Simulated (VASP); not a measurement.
# Ti2SnTe2 (P-6m2) in VASP: relaxation of shape and atoms at fixed volume with PBE

Aim: the relaxation of shape and atoms at fixed volume of Ti2SnTe2 with PBE.

Everything below comes from runs of VASP 6.6.1. Logs are shortened: lines on timing, memory, paths and dates and some standing lists are left out, and cuts for length are marked.

## (1) The cell of the first run

The structure is hexagonal, space group P-6m2 (No. 187). Conventional cell: a = 3.566 Å, b = 3.566 Å, c = 11.034 Å, α = 90.00°, β = 90.00°, γ = 120.00°. Within 3.6 Å of Ti (site symmetry 3m) lie 3 Te at 2.69 Å and 3 Sn at 2.84 Å and 6 Ti at 3.57 Å. Within 3.7 Å of Sn (site symmetry -6m2) lie 6 Ti at 2.84 Å and 6 Sn at 3.57 Å. Te (site symmetry 3m) has 3 Ti at 2.69 Å and 7 Te at 3.57 to 3.68 Å within 3.7 Å.

## (2) Relaxation of shape and atoms at fixed volume, PBE (24.30 Å³/atom)

File INCAR:

```
SYSTEM = Ti2SnTe2
ALGO     = Normal         ! electronic algorithm
EDIFF    = 1E-7           ! SCF threshold, eV
EDIFFG   = -0.01          ! ionic threshold
ENCUT    = 500            ! plane-wave cutoff, eV
GGA      = PE             ! functional
GGA_COMPAT= .FALSE.      
IBRION   = 2              ! ionic algorithm
ISIF     = 4              ! what is computed and relaxed
ISMEAR   = 0              ! smearing method
LASPH    = .TRUE.         ! aspherical terms in the spheres
LCHARG   = .FALSE.        ! write CHGCAR
LREAL    = .FALSE.        ! projectors in reciprocal space
LWAVE    = .FALSE.        ! write WAVECAR
NELM     = 120            ! most SCF steps
NELMIN   = 4            
NSW      = 50             ! ionic steps
PREC     = Accurate       ! precision mode
SIGMA    = 0.1            ! smearing width, eV
```

File KPOINTS:

```
k-points
0
G
  12 12 4
  0 0 0
```

File POSCAR:

```
Ti2SnTe2
1.0
    3.5656160126      0.0000000000      0.0000000000
   -1.7828080063      3.0879140470      0.0000000000
    0.0000000000      0.0000000000     11.0342791540
Ti Sn Te
2 1 2
Direct
    0.0000000000      0.0000000000      0.1769556673
    0.0000000000      0.0000000000      0.8230443327
    0.6666666667      0.3333333333      0.0000000000
    0.3333333333      0.6666666667      0.3332094241
    0.3333333333      0.6666666667      0.6667905759
```

Potentials or basis: VASP PAW PBE potentials, release 64 (Ti_sv, Sn_d, Te).

On the command line:

```
cat potpaw_PBE.64/Ti_sv/POTCAR potpaw_PBE.64/Sn_d/POTCAR potpaw_PBE.64/Te/POTCAR > POTCAR
mpirun -np 1 vasp_std > vasp.out
```

OUTCAR:

```text
SYSTEM = Ti2SnTe2
   EDIFF = 1E-7
   EDIFFG = -0.01
   ENCUT = 500
   GGA = PE
   IBRION = 2
   ISIF = 4
   ISMEAR = 0
   LASPH = .TRUE.
   LREAL = .FALSE.
   NELM = 120
   NELMIN = 4
   NSW = 50
   PREC = Accurate

 ion  position               nearest neighbor table
   1  0.000  0.000  0.177-   4 2.69   4 2.69   4 2.69   3 2.84   3 2.84   3 2.84
   2  0.000  0.000  0.823-   5 2.69   5 2.69   5 2.69   3 2.84   3 2.84   3 2.84
   3  0.667  0.333  0.000-   1 2.84   2 2.84   1 2.84   2 2.84   1 2.84   2 2.84
   4  0.333  0.667  0.333-   1 2.69   1 2.69   1 2.69   5 3.68
   5  0.333  0.667  0.667-   2 2.69   2 2.69   2 2.69   4 3.68

  LATTYP: Found a hexagonal cell.
 ALAT       =     3.5656160126
 C/A-ratio  =     3.0946347321

  Lattice vectors:

 A1 = (   3.5656160126,   0.0000000000,   0.0000000000)
 A2 = (  -1.7828080063,   3.0879140470,   0.0000000000)
 A3 = (   0.0000000000,   0.0000000000,  11.0342791540)

Analysis of symmetry for initial positions (statically):
=====================================================================
 Subroutine PRICEL returns:
 Original cell was already a primitive cell.

 Routine SETGRP: Setting up the symmetry group for a
 hexagonal supercell.

 Subroutine GETGRP returns: Found 12 space group operations
 (whereof 12 operations were pure point group operations)
 out of a pool of 24 trial point group operations.

The static configuration has the point symmetry D_3h.

Analysis of symmetry for dynamics (positions and initial velocities):
=====================================================================
 Subroutine PRICEL returns:
 Original cell was already a primitive cell.

 Routine SETGRP: Setting up the symmetry group for a
 hexagonal supercell.

 Subroutine GETGRP returns: Found 12 space group operations
 (whereof 12 operations were pure point group operations)
 out of a pool of 24 trial point group operations.

The dynamic configuration has the point symmetry D_3h.

 Subroutine INISYM returns: Found 12 space group operations
 (whereof 12 operations are pure point group operations),
 and found     1 'primitive' translations

----------------------------------------------------------------------------------------

                                     Primitive cell

  volume of cell :     121.4909

  direct lattice vectors                    reciprocal lattice vectors
     3.565616013  0.000000000  0.000000000     0.280456447  0.161921605  0.000000000
    -1.782808006  3.087914047  0.000000000     0.000000000  0.323843211  0.000000000
     0.000000000  0.000000000 11.034279154     0.000000000  0.000000000  0.090626672

  length of vectors
     3.565616013  3.565616013 11.034279154     0.323843211  0.323843211  0.090626672

  position of ions in fractional coordinates (direct lattice)
     0.000000000  0.000000000  0.176955667
     0.000000000  0.000000000  0.823044333
     0.666666667  0.333333333  0.000000000
     0.333333333  0.666666667  0.333209424
     0.333333333  0.666666667  0.666790576

  ion indices of the primitive-cell ions
   primitive index   ion index
                 1           1
                 2           2
                 3           3
                 4           4
                 5           5

----------------------------------------------------------------------------------------

 KPOINTS: k-points

Automatic generation of k-mesh.
 Grid dimensions read from file:
 generate k-points for:   12   12    4

 Generating k-lattice:

  Cartesian coordinates                     Fractional coordinates (reciprocal lattice)
     0.023371371  0.013493467  0.000000000     0.083333333 -0.000000000  0.000000000
     0.000000000  0.026986934  0.000000000     0.000000000  0.083333333  0.000000000
     0.000000000  0.000000000  0.022656668     0.000000000  0.000000000  0.250000000

  Length of vectors
     0.026986934  0.026986934  0.022656668

  Shift w.r.t. Gamma in fractional coordinates (k-lattice)
     0.000000000  0.000000000  0.000000000

 Subroutine IBZKPT returns following result:
 ===========================================

 Found     57 irreducible k-points:

 Following reciprocal coordinates:
            Coordinates               Weight
  0.000000  0.000000  0.000000      1.000000
  0.083333  0.000000  0.000000      6.000000
  0.166667  0.000000  0.000000      6.000000
  0.250000  0.000000  0.000000      6.000000
  0.333333 -0.000000  0.000000      6.000000
  0.416667  0.000000  0.000000      6.000000
[... 16 lines left out ...]
  0.250000  0.000000  0.250000     12.000000
  0.333333 -0.000000  0.250000     12.000000
 [... further k-points ...]
   k-points           NKPTS =     57   k-points in BZ     NKDIM =     57   number of bands    NBANDS=     30
   number of dos      NEDOS =    301   number of ions     NIONS =      5
   total plane-waves  NPLWV =  62720
   dimension x,y,z NGX =    28 NGY =   28 NGZ =   80
   dimension x,y,z NGXF=    56 NGYF=   56 NGZF=  160
   ions per type =               2   1   2
   NGX,Y,Z   is equivalent  to a cutoff of  13.05, 13.05, 12.05 a.u.
   NGXF,Y,Z  is equivalent  to a cutoff of  26.11, 26.11, 24.11 a.u.
 SYSTEM =  Ti2SnTe2
   PREC   = accura    normal or accurate (medium, high low for compatibility)
   ISTART =      0    job   : 0-new  1-cont  2-samecut
   ICHARG =      2    charge: 1-file 2-atom 10-const
   ISPIN  =      1    spin polarized calculation?
   LNONCOLLINEAR =      F non collinear calculations
   LSORBIT =      F    spin-orbit coupling
   LASPH  =      T    aspherical Exc in radial PAW
   ENCUT  =  500.0 eV  36.75 Ry    6.06 a.u.   6.50  6.50 20.12*2*pi/ulx,y,z
   NELM   =    120;   NELMIN=  4; NELMDL= -5     # of ELM steps
   EDIFF  = 0.1E-06   stopping-criterion for ELM
   LREAL  =      F    real-space projection
   EDIFFG = -.1E-01   stopping-criterion for IOM
   NSW    =     50    number of steps for IOM
   IBRION =      2    ionic relax: 0-MD 1-quasi-New 2-CG
   NFREE  =      1    steps in history (QN), initial steepest desc. (CG)
   ISIF   =      4    stress and relaxation
   ISYM   =      2    0-nonsym 1-usesym 2-fastsym
   POTIM  = 0.5000    time-step for ionic-motion
   TEBEG  =    0.0;   TEEND  =   0.0 temperature during run
   PSTRESS=    0.0 pullay stress
   NELECT =      50.0000    total number of electrons
   NUPDOWN=      -1.0000    fix difference up-down
   EMIN   =  10.00;   EMAX   =-10.00  energy-range for DOS
   EFERMI =   0.00;   METHOD = LEGACY
   ISMEAR =     0;   SIGMA  =   0.10  broadening in eV -4-tet -1-fermi 0-gaus
   EFERMI_NEDOS =   21; number of points for ismear=-14 and -15
   IALGO  =     38    algorithm
   IMIX   =      4    mixing-type and parameters
     AMIX     =   0.40;   BMIX     =  1.00
     AMIX_MAG =   1.60;   BMIX_MAG =  1.00
  volume/ion in A,a.u.               =      24.30       163.97
  Fermi-wavevector in a.u.,A,eV,Ry     =   1.217728  2.301172 20.175552  1.482861
  Thomas-Fermi vector in A             =   2.353038
   LORBIT       =      0    0 simple, 1 ext, 2 COOP (PROOUT), +10 PAW based schemes
   GGA     = PE    functional components
   LHFCALC =     F    Hartree Fock is set to
   AEXX    =    0.0000 exact exchange contribution
   IVDW    =     0    specifies the selected vdW correction
   LEPSILON=     F    determine dielectric tensor
   LRPA    =     F    only Hartree local field effects (RPA)
 conjugate gradient relaxation of ions
 non-spin polarized calculation
 Gauss-broadening in eV      SIGMA  =   0.10
  energy-cutoff  :      500.00
  volume of cell :      121.49
 maximum number of plane-waves:      3136
 NGX is ok and might be reduce to    28
   NGX = 13   NGY = 13   NGZ = 41

--------------------------------------- Ionic step        1  -------------------------------------------

 number of electron      49.9999987 magnetization

 Free energy of the ion-electron system (eV)
  ---------------------------------------------------
  ext. energy  EPLUGINS =         0.00000000
  ---------------------------------------------------
  free energy    TOTEN  =       -28.04114663 eV

  energy without entropy =      -28.01960689  energy(sigma->0) =      -28.03037676

------------------------ aborting loop because EDIFF is reached ----------------------------------------

  FORCE on cell =-STRESS in cart. coord.  units (eV):
  Direction    XX          YY          ZZ          XY          YZ          ZX
  --------------------------------------------------------------------------------------
  -------------------------------------------------------------------------------------
  Total        3.5024814      3.5024814      3.9597691      0.0000000     -0.0000000      0.0000000
  in kB       46.1894377     46.1894377     52.2199802      0.0000000     -0.0000000      0.0000000
  external PRESSURE =      48.1996185 kB  Pullay stress =       0.0000000 kB
[... 98 lines left out ...]
  FREE ENERGIE OF THE ION-ELECTRON SYSTEM (eV)
  ---------------------------------------------------
  free  energy   TOTEN  =       -28.0499481939 eV

  energy  without entropy=      -28.0288239828  energy(sigma->0) =      -28.03938609

[... ionic steps 4 to 8 ...]

--------------------------------------- Ionic step        9  -------------------------------------------

 number of electron      49.9999986 magnetization

------------------------ aborting loop because EDIFF is reached ----------------------------------------

  FORCE on cell =-STRESS in cart. coord.  units (eV):
  Direction    XX          YY          ZZ          XY          YZ          ZX
  --------------------------------------------------------------------------------------
  -------------------------------------------------------------------------------------
  Total        2.7964251      2.7964251      2.8107379      0.0000000      0.0000000      0.0000000
  in kB       36.8782275     36.8782275     37.0669794      0.0000000      0.0000000      0.0000000
  external PRESSURE =      36.9411448 kB  Pullay stress =       0.0000000 kB
[... 63 lines left out ...]
  energy  without entropy=      -28.0338424848  energy(sigma->0) =      -28.04514882

--------------------------------------- Ionic step       11  -------------------------------------------

 number of electron      49.9999986 magnetization

 Free energy of the ion-electron system (eV)
  ---------------------------------------------------
  ext. energy  EPLUGINS =         0.00000000
  ---------------------------------------------------
  free energy    TOTEN  =       -28.05648247 eV

  energy without entropy =      -28.03384216  energy(sigma->0) =      -28.04516232

 E-fermi :   7.6362     XC(G=0): -10.2322

 val. band max:        7.6318443851   @ k =   0.3333  -0.0000   0.5000
 cond. band min:       7.6415988839   @ k =   0.3333   0.0833   0.2500
 fundamental gap:      0.0097544988
 Fermi energy:         7.6361739332

 k-point     1 :       0.0000    0.0000    0.0000
  band No.  band energies     occupation
      1     -49.4972      2.00000
      2     -49.4968      2.00000
      3     -25.7640      2.00000
      4     -25.7640      2.00000
      5     -25.7636      2.00000
      6     -25.7636      2.00000
[... 781 lines left out ...]
     29       9.0708      0.00000
     30       9.5736      0.00000

 [... further k-points ...]
[... 5 lines left out ...]
  --------------------------------------------------------------------------------------
  -------------------------------------------------------------------------------------
  Total        2.7798239      2.7798239      2.7835687      0.0000000     -0.0000000      0.0000000
  in kB       36.6592968     36.6592968     36.7086814      0.0000000     -0.0000000      0.0000000
  external PRESSURE =      36.6757583 kB  Pullay stress =       0.0000000 kB
[... 20 lines left out ...]
  FREE ENERGIE OF THE ION-ELECTRON SYSTEM (eV)
  ---------------------------------------------------
  free  energy   TOTEN  =       -28.0564824732 eV

  energy  without entropy=      -28.0338421628  energy(sigma->0) =      -28.04516232

 reached required accuracy - stopping structural energy minimisation
```

It took 41 min on 1 thread of Intel Xeon 8259CL, shared host; peak memory 0.39 GiB.

Results:

```yaml
Free_energy: -28.0565 eV
Energy_gained_by_relaxing: 3.1 meV/atom
Ionic_steps: 11
Pressure_after_relaxing: 3.7 GPa
Band_gap_on_the_k_mesh: zero (bands 25 and 26 overlap by 0.97 eV)
```

The path:
```csv
step,energy change (eV),largest force (eV/Å),pressure (GPa),volume (Å³)
1,0.0000,0.3511,4.82,121.49
2,-0.0086,0.1023,4.26,121.49
3,-0.0088,0.1467,4.15,121.49
4,-0.0110,0.1164,4.06,121.49
5,-0.0145,0.0277,3.78,121.49
6,-0.0147,0.0128,3.71,121.49
7,-0.0151,0.0139,3.70,121.49
8,-0.0153,0.0151,3.69,121.49
9,-0.0153,0.0152,3.69,121.49
10,-0.0153,0.0171,3.64,121.49
11,-0.0153,0.0016,3.67,121.49
```

Final structure:
```
Ti Sn Te
1.0
     3.56241    0.00000    0.00000
    -1.78121    3.08514    0.00000
     0.00000    0.00000   11.05413
Ti Sn Te
2 1 2
Direct
  0.00000 0.00000 0.17938
  0.00000 0.00000 0.82062
  0.66667 0.33333 0.00000
  0.33333 0.66667 0.33786
  0.33333 0.66667 0.66214
```

Caveat: spin-orbit coupling is left out, which moves the levels of the heavy elements; this functional lacks dispersion, which binds the layers, so the pressure and a relaxed spacing across them are unreliable.
